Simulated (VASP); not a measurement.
# Li (P1) in VASP: a series of runs

Runs on Li. Level: PBE. Tasks: single point.

All numbers are computed with VASP 6.6.1; they aren't measurements. Logs are shortened: lines on timing, memory, paths and dates and some standing lists are left out, and cuts for length are marked.

### Step 1. The cell of the first run

The typed cell holds 16 atoms: a = 7.205 Å, b = 7.205 Å, c = 7.205 Å, α = 90.00°, β = 90.00°, γ = 90.00°.

### Step 2. Single point, PBE

File INCAR:

```
PREC = Accurate
ENCUT = 520
EDIFF = 1E-6
ISMEAR = -1
SIGMA = 0.1
LREAL = Auto
LASPH = T
NELM = 80
ALGO = Normal
ISIF = 2
LWAVE = F
LCHARG = T
GGA = PE
LELF = T
LVHAR = T
NBANDS = 38
```

File KPOINTS:

```
regular mesh
0
Gamma
  2 2 2
```

File POSCAR:

```
Li
1.0
    7.2053150000      0.0000000000      0.0000000000
    0.0000000000      7.2053150000      0.0000000000
    0.0000000000      0.0000000000      7.2053150000
Li
16
Direct
    0.0079802202      0.0087851815     -0.1149151703
    0.5177150479      0.0754859434     -0.0757773949
    0.0478674423      0.4907627217      0.0471735101
   -0.1610061462     -0.0835494354      0.5380333823
    0.1847108697      0.2650543384      0.3080364981
    0.4709162611      0.4494043633      0.0532523561
    0.4333884084      0.0502823263      0.5260561127
    0.8387835924      0.1770776156      0.2646934936
    0.0449806844      0.5492889624      0.4994507527
    0.2715217863      0.7804794100      0.2188800906
    0.2230714410      0.3211795737      0.7595781725
    0.5369647267      0.4916370762      0.4558024181
    0.7909577860      0.7044660782      0.2319260157
    0.8281803086      0.2454993293      0.6820937044
    0.2964478305      0.7303775060      0.7998401180
    0.6675211285      0.7437565186      0.8058634494
```

Potentials or basis: VASP PAW PBE potentials, release 64 (Li_sv).

Run with:

```sh
> cat potpaw_PBE.64/Li_sv/POTCAR > POTCAR
> mpirun -np 1 vasp_std > vasp.out
```

OUTCAR:

```text
PREC = Accurate
   ENCUT = 520
   EDIFF = 1E-6
   ISMEAR = -1
   LREAL = Auto
   LASPH = T
   NELM = 80
   ISIF = 2
   GGA = PE

 ion  position               nearest neighbor table
   1  0.008  0.009  0.885-  14 2.59
   2  0.518  0.075  0.924-
   3  0.048  0.491  0.047-
   4  0.839  0.916  0.538-  14 2.59
   5  0.185  0.265  0.308-   8 2.59
   6  0.471  0.449  0.053-
   7  0.433  0.050  0.526-
   8  0.839  0.177  0.265-   5 2.59
   9  0.045  0.549  0.499-
  10  0.272  0.780  0.219-
  11  0.223  0.321  0.760-
  12  0.537  0.492  0.456-
  13  0.791  0.704  0.232-
  14  0.828  0.245  0.682-   4 2.59   1 2.59
  15  0.296  0.730  0.800-
  16  0.668  0.744  0.806-

  LATTYP: Found a simple cubic cell.
 ALAT       =     7.2053150000

  Lattice vectors:

 A1 = (   7.2053150000,   0.0000000000,   0.0000000000)
 A2 = (   0.0000000000,   7.2053150000,   0.0000000000)
 A3 = (   0.0000000000,   0.0000000000,   7.2053150000)

Analysis of symmetry for initial positions (statically):
=====================================================================
 Subroutine PRICEL returns:
 Original cell was already a primitive cell.

 Routine SETGRP: Setting up the symmetry group for a
 simple cubic supercell.

 Subroutine GETGRP returns: Found  1 space group operations
 (whereof  1 operations were pure point group operations)
 out of a pool of 48 trial point group operations.

The static configuration has the point symmetry C_1 .

Analysis of symmetry for dynamics (positions and initial velocities):
=====================================================================
 Subroutine PRICEL returns:
 Original cell was already a primitive cell.

 Routine SETGRP: Setting up the symmetry group for a
 simple cubic supercell.

 Subroutine GETGRP returns: Found  1 space group operations
 (whereof  1 operations were pure point group operations)
 out of a pool of 48 trial point group operations.

The dynamic configuration has the point symmetry C_1 .

 Subroutine INISYM returns: Found  1 space group operations
 (whereof  1 operations are pure point group operations),
 and found     1 'primitive' translations

----------------------------------------------------------------------------------------

                                     Primitive cell

  volume of cell :     374.0752

  direct lattice vectors                    reciprocal lattice vectors
     7.205315000  0.000000000  0.000000000     0.138786438  0.000000000  0.000000000
     0.000000000  7.205315000  0.000000000     0.000000000  0.138786438  0.000000000
     0.000000000  0.000000000  7.205315000     0.000000000  0.000000000  0.138786438

  length of vectors
     7.205315000  7.205315000  7.205315000     0.138786438  0.138786438  0.138786438

  position of ions in fractional coordinates (direct lattice)
     0.007980220  0.008785182  0.885084830
     0.517715048  0.075485943  0.924222605
     0.047867442  0.490762722  0.047173510
     0.838993854  0.916450565  0.538033382
     0.184710870  0.265054338  0.308036498
     0.470916261  0.449404363  0.053252356
[... 8 lines left out ...]
     0.296447831  0.730377506  0.799840118
     0.667521128  0.743756519  0.805863449

  ion indices of the primitive-cell ions
   primitive index   ion index
                 1           1
                 2           2
                 3           3
                 4           4
                 5           5
                 6           6
[... 8 lines left out ...]
                15          15
                16          16

----------------------------------------------------------------------------------------

 KPOINTS: regular mesh

Automatic generation of k-mesh.
 Grid dimensions read from file:
 generate k-points for:    2    2    2

 Generating k-lattice:

  Cartesian coordinates                     Fractional coordinates (reciprocal lattice)
     0.069393219  0.000000000  0.000000000     0.500000000  0.000000000  0.000000000
     0.000000000  0.069393219  0.000000000     0.000000000  0.500000000  0.000000000
     0.000000000  0.000000000  0.069393219     0.000000000  0.000000000  0.500000000

  Length of vectors
     0.069393219  0.069393219  0.069393219

  Shift w.r.t. Gamma in fractional coordinates (k-lattice)
     0.000000000  0.000000000  0.000000000

 Subroutine IBZKPT returns following result:
 ===========================================

 Found      8 irreducible k-points:

 Following reciprocal coordinates:
            Coordinates               Weight
  0.000000  0.000000  0.000000      1.000000
  0.500000  0.000000  0.000000      1.000000
  0.000000  0.500000  0.000000      1.000000
  0.000000  0.000000  0.500000      1.000000
  0.500000  0.500000  0.000000      1.000000
  0.000000  0.500000  0.500000      1.000000
  0.500000  0.000000  0.500000      1.000000
  0.500000  0.500000  0.500000      1.000000
   k-points           NKPTS =      8   k-points in BZ     NKDIM =      8   number of bands    NBANDS=     38
   number of dos      NEDOS =    301   number of ions     NIONS =     16
   total plane-waves  NPLWV = 157464
   dimension x,y,z NGX =    54 NGY =   54 NGZ =   54
   dimension x,y,z NGXF=   108 NGYF=  108 NGZF=  108
   ions per type =              16
   NGX,Y,Z   is equivalent  to a cutoff of  12.46, 12.46, 12.46 a.u.
   NGXF,Y,Z  is equivalent  to a cutoff of  24.92, 24.92, 24.92 a.u.
 SYSTEM =  unknown system
   PREC   = accura    normal or accurate (medium, high low for compatibility)
   ISTART =      0    job   : 0-new  1-cont  2-samecut
   ICHARG =      2    charge: 1-file 2-atom 10-const
   ISPIN  =      1    spin polarized calculation?
   LNONCOLLINEAR =      F non collinear calculations
   LSORBIT =      F    spin-orbit coupling
   LASPH  =      T    aspherical Exc in radial PAW
   ENCUT  =  520.0 eV  38.22 Ry    6.18 a.u.  13.40 13.40 13.40*2*pi/ulx,y,z
   NELM   =     80;   NELMIN=  2; NELMDL= -5     # of ELM steps
   EDIFF  = 0.1E-05   stopping-criterion for ELM
   LREAL  =      T    real-space projection
   EDIFFG = 0.1E-04   stopping-criterion for IOM
   NSW    =      0    number of steps for IOM
   IBRION =     -1    ionic relax: 0-MD 1-quasi-New 2-CG
   NFREE  =      0    steps in history (QN), initial steepest desc. (CG)
   ISIF   =      2    stress and relaxation
   ISYM   =      2    0-nonsym 1-usesym 2-fastsym
   POTIM  = 0.5000    time-step for ionic-motion
   TEBEG  =    0.0;   TEEND  =   0.0 temperature during run
   PSTRESS=    0.0 pullay stress
   NELECT =      48.0000    total number of electrons
   NUPDOWN=      -1.0000    fix difference up-down
   EMIN   =  10.00;   EMAX   =-10.00  energy-range for DOS
   EFERMI =   0.00;   METHOD = LEGACY
   ISMEAR =    -1;   SIGMA  =   0.10  broadening in eV -4-tet -1-fermi 0-gaus
   EFERMI_NEDOS =   21; number of points for ismear=-14 and -15
   IALGO  =     38    algorithm
   IMIX   =      4    mixing-type and parameters
     AMIX     =   0.40;   BMIX     =  1.00
     AMIX_MAG =   1.60;   BMIX_MAG =  1.00
  volume/ion in A,a.u.               =      23.38       157.77
  Fermi-wavevector in a.u.,A,eV,Ry     =   0.825725  1.560395  9.276756  0.681822
  Thomas-Fermi vector in A             =   1.937634
   LORBIT       =      0    0 simple, 1 ext, 2 COOP (PROOUT), +10 PAW based schemes
   GGA     = PE    functional components
   LHFCALC =     F    Hartree Fock is set to
   AEXX    =    0.0000 exact exchange contribution
   IVDW    =     0    specifies the selected vdW correction
   LEPSILON=     F    determine dielectric tensor
   LRPA    =     F    only Hartree local field effects (RPA)
 non-spin polarized calculation
  energy-cutoff  :      520.00
  volume of cell :      374.08
 maximum number of plane-waves:     10090
 NGX is ok and might be reduce to    54
   NGX = 27   NGY = 27   NGZ = 27

 number of electron      47.9999969 magnetization

 Free energy of the ion-electron system (eV)
  ---------------------------------------------------
  ext. energy  EPLUGINS =         0.00000000
  ---------------------------------------------------
  free energy    TOTEN  =       -28.33668218 eV

  energy without entropy =      -28.02647741  energy(sigma->0) =      -28.18157979

 E-fermi :   0.0585     XC(G=0):  -6.6735

 val. band max:        0.0567139965   @ k =   0.0000   0.5000   0.5000
 cond. band min:       0.0773429608   @ k =   0.5000   0.5000   0.0000
 fundamental gap:      0.0206289643
 Fermi energy:         0.0584615100

 k-point     1 :       0.0000    0.0000    0.0000
  band No.  band energies     occupation
      1     -46.7907      2.00000
      2     -46.7661      2.00000
      3     -46.7613      2.00000
      4     -46.7487      2.00000
      5     -46.7147      2.00000
      6     -46.7053      2.00000
[... 28 lines left out ...]
     35       2.8307      0.00000
     36       3.2559      0.00000

 k-point     2 :       0.5000    0.0000    0.0000
  band No.  band energies     occupation
      1     -46.7907      2.00000
      2     -46.7661      2.00000
      3     -46.7613      2.00000
      4     -46.7488      2.00000
      5     -46.7147      2.00000
      6     -46.7053      2.00000
[... 28 lines left out ...]
     35       2.8821      0.00000
     36       3.1611      0.00000

 k-point     3 :       0.0000    0.5000    0.0000
  band No.  band energies     occupation
      1     -46.7907      2.00000
      2     -46.7661      2.00000
      3     -46.7613      2.00000
      4     -46.7488      2.00000
      5     -46.7147      2.00000
      6     -46.7053      2.00000
[... 28 lines left out ...]
     35       2.8813      0.00000
     36       3.2019      0.00000
[... 118 lines left out ...]
 k-point     7 :       0.5000    0.0000    0.5000
  band No.  band energies     occupation
      1     -46.7907      2.00000
      2     -46.7661      2.00000
      3     -46.7613      2.00000
      4     -46.7488      2.00000
      5     -46.7147      2.00000
      6     -46.7053      2.00000
[... 28 lines left out ...]
     35       3.1736      0.00000
     36       3.7678      0.00000

 k-point     8 :       0.5000    0.5000    0.5000
  band No.  band energies     occupation
      1     -46.7907      2.00000
      2     -46.7661      2.00000
      3     -46.7613      2.00000
      4     -46.7488      2.00000
      5     -46.7147      2.00000
      6     -46.7053      2.00000
[... 28 lines left out ...]
     35       2.9366      0.00000
     36       3.0123      0.00000
 [bands above 36 left out]

------------------------ aborting loop because EDIFF is reached ----------------------------------------

  FORCE on cell =-STRESS in cart. coord.  units (eV):
  Direction    XX          YY          ZZ          XY          YZ          ZX
  --------------------------------------------------------------------------------------
  -------------------------------------------------------------------------------------
  Total       -2.7451994     -0.5339287     -1.0162807     -0.5400533     -0.0659975      0.9578028
  in kB      -11.7577861     -2.2868356     -4.3527664     -2.3130674     -0.2826696      4.1023035
  external PRESSURE =      -6.1324627 kB  Pullay stress =       0.0000000 kB

 VOLUME and BASIS-vectors are now :
 -----------------------------------------------------------------------------
  energy-cutoff  :      520.00
  volume of cell :      374.08
      direct lattice vectors                 reciprocal lattice vectors
     7.205315000  0.000000000  0.000000000     0.138786438  0.000000000  0.000000000
     0.000000000  7.205315000  0.000000000     0.000000000  0.138786438  0.000000000
     0.000000000  0.000000000  7.205315000     0.000000000  0.000000000  0.138786438

 POSITION                                       TOTAL-FORCE (eV/Angst)
 -----------------------------------------------------------------------------------
      0.05750      0.06330      6.37731         0.244740     -0.265178      0.501136
      3.73030      0.54390      6.65931         0.035869     -0.019781      0.308233
      0.34490      3.53610      0.33990        -0.295844      0.066821     -0.297735
      6.04521      6.60331      3.87670         0.311590     -0.180136     -0.083570
      1.33090      1.90980      2.21950         0.359850     -0.273642     -0.016250
      3.39310      3.23810      0.38370         0.152001     -0.000162      0.026817
[... 8 lines left out ...]
      2.13600      5.26260      5.76310        -0.275740      0.007661     -0.254701
      4.80970      5.35900      5.80650         0.305920     -0.420012      0.120655
 -----------------------------------------------------------------------------------
    total drift:                               -0.011649     -0.009106     -0.003984

  FREE ENERGIE OF THE ION-ELECTRON SYSTEM (eV)
  ---------------------------------------------------
  free  energy   TOTEN  =       -28.3366821765 eV

  energy  without entropy=      -28.0264774102  energy(sigma->0) =      -28.18157979
```

It took 2.5 min on 1 thread of Intel Xeon Platinum 8488C (Sapphire Rapids), shared host; peak memory 0.37 GiB.

Results:

* Free energy: -28.3367 eV
* Largest force: 0.804 eV/Å
* Band gap on the k mesh: zero (bands 24 and 25 overlap by 0.70 eV)

Forces in eV/Å, atoms in the order of the input:
```
Li   0.245 -0.265  0.501
Li   0.036 -0.020  0.308
Li  -0.296  0.067 -0.298
Li   0.312 -0.180 -0.084
Li   0.360 -0.274 -0.016
Li   0.152  0.000  0.027
Li   0.171 -0.154  0.001
Li  -0.473  0.165 -0.310
Li  -0.105  0.229  0.116
Li   0.020  0.173  0.059
Li   0.229 -0.157 -0.183
Li  -0.093 -0.040  0.278
Li  -0.204  0.165 -0.318
Li  -0.385  0.704  0.053
Li  -0.276  0.008 -0.255
Li   0.306 -0.420  0.121
```

Caveat: the k points lie up to 0.44 Å⁻¹ apart, too coarse for converged energies and pressures of a metal; the cutoff is under 1.25 times the usual one of these potentials, so pressure, stress and relaxed cells hold a basis-set (Pulay) error.

### Step 3. Single point, PBE

File INCAR:

```
ALGO = Normal
EDIFF = 1E-7
ENCUT = 520
GGA = PE
ISIF = 2
ISMEAR = -1
LASPH = T
LCHARG = F
LREAL = Auto
LWAVE = F
NBANDS = 38
NELM = 80
PREC = Accurate
SIGMA = 0.1
```

File KPOINTS:

```
k-points
0
Gamma
  2 2 2
```

File POSCAR:

```
Li
1.0
    7.2053150000      0.0000000000      0.0000000000
    0.0000000000      7.2053150000      0.0000000000
    0.0000000000      0.0000000000      7.2053150000
Li
16
Direct
    0.0286177634     -0.0522808510     -0.0071891375
    0.5496359285      0.0785392450     -0.0506570497
    0.0190414992      0.5619046496      0.0899752474
   -0.0539046523     -0.0411918147      0.5404482663
    0.2221138146      0.1965909887      0.3166828931
    0.4027859989      0.4158458027      0.0473122965
    0.5532860118     -0.0815925466      0.5718001225
    0.7504182676      0.2536183359      0.2294139812
    0.0415249021      0.5045580936      0.4731646014
    0.3418309956      0.8736606241      0.1782711790
    0.1981453968      0.1932601142      0.7516951029
    0.5004361364      0.5737431327      0.4000380275
    0.7229663103      0.8699966622      0.2308296029
    0.7240072086      0.3407207041      0.6884917592
    0.3016523219      0.6871732881      0.7111555845
    0.6974434844      0.6254549593      0.8285550319
```

Potentials or basis: VASP PAW PBE potentials, release 64 (Li_sv).

Run with:

```sh
> cat potpaw_PBE.64/Li_sv/POTCAR > POTCAR
> mpirun -np 1 vasp_std > vasp.out
```

It took 2.8 min on 1 thread of Intel Xeon Platinum 8488C (Sapphire Rapids), shared host; peak memory 0.37 GiB.

Results (log left out):

```
Free energy            : -28.1364 eV
Largest force          : 1.021 eV/Å
Band gap on the k mesh : zero (bands 24 and 25 overlap by 0.73 eV)
```

Forces in eV/Å, atoms in the order of the input:
```
Li  -0.291  0.210 -0.201
Li   0.064 -0.192 -0.291
Li   0.005 -0.172 -0.162
Li   0.150 -0.179  0.010
Li   0.097 -0.033  0.073
Li   0.012  0.272 -0.169
Li  -0.135  0.544 -0.013
Li   0.150  0.141  0.145
Li  -0.190  0.267  0.094
Li  -0.106 -0.439  0.125
Li   0.176  0.322 -0.024
Li   0.106 -0.352 -0.026
Li   0.181 -0.502 -0.109
Li   0.053 -0.829 -0.360
Li  -0.291  0.031  0.449
Li   0.020  0.912  0.458
```

Levels at points of the mesh, in eV from the Fermi level:
| k point | band 19 | band 20 | band 21 | band 22 | band 23 | band 24 | band 25 | band 26 | band 27 | band 28 |
| --- | --- | --- | --- | --- | --- | --- | --- | --- | --- | --- |
| (0.00, 0.00, 0.00) | -1.01 | -0.93 | -0.90 | -0.87 | -0.82 | 0.43 | 0.56 | 0.67 | 0.74 | 0.90 |
| (0.50, 0.00, 0.00) | -0.66 | -0.52 | -0.46 | -0.36 | -0.35 | -0.30 | -0.27 | -0.19 | 0.95 | 1.25 |
| (0.00, 0.50, 0.00) | -0.63 | -0.57 | -0.49 | -0.42 | -0.33 | -0.30 | -0.23 | -0.18 | 1.12 | 1.26 |
| (0.00, 0.00, 0.50) | -0.59 | -0.57 | -0.43 | -0.41 | -0.39 | -0.36 | -0.29 | -0.14 | 1.11 | 1.21 |
| (0.50, 0.50, 0.00) | -2.02 | -1.96 | -0.17 | -0.09 | -0.06 | 0.07 | 0.21 | 0.37 | 0.45 | 0.54 |
| (0.00, 0.50, 0.50) | -2.02 | -1.97 | -0.24 | -0.13 | -0.05 | 0.05 | 0.30 | 0.36 | 0.55 | 0.63 |
| (0.50, 0.00, 0.50) | -2.03 | -1.94 | -0.17 | -0.07 | -0.04 | 0.12 | 0.23 | 0.32 | 0.46 | 0.53 |
| (0.50, 0.50, 0.50) | -1.53 | -1.52 | -1.46 | -1.41 | -1.40 | -1.33 | 1.72 | 1.87 | 2.01 | 2.12 |

Caveat: the k points lie up to 0.44 Å⁻¹ apart, too coarse for converged energies and pressures of a metal; the cutoff is under 1.25 times the usual one of these potentials, so pressure, stress and relaxed cells hold a basis-set (Pulay) error; forces of over 1 eV/Å act on the atoms, so gaps and moduli don't describe the material at rest.

(Continued in part 2 of 2.)

The gap in the log of VASP goes by the Fermi energy; the results here count the filled bands.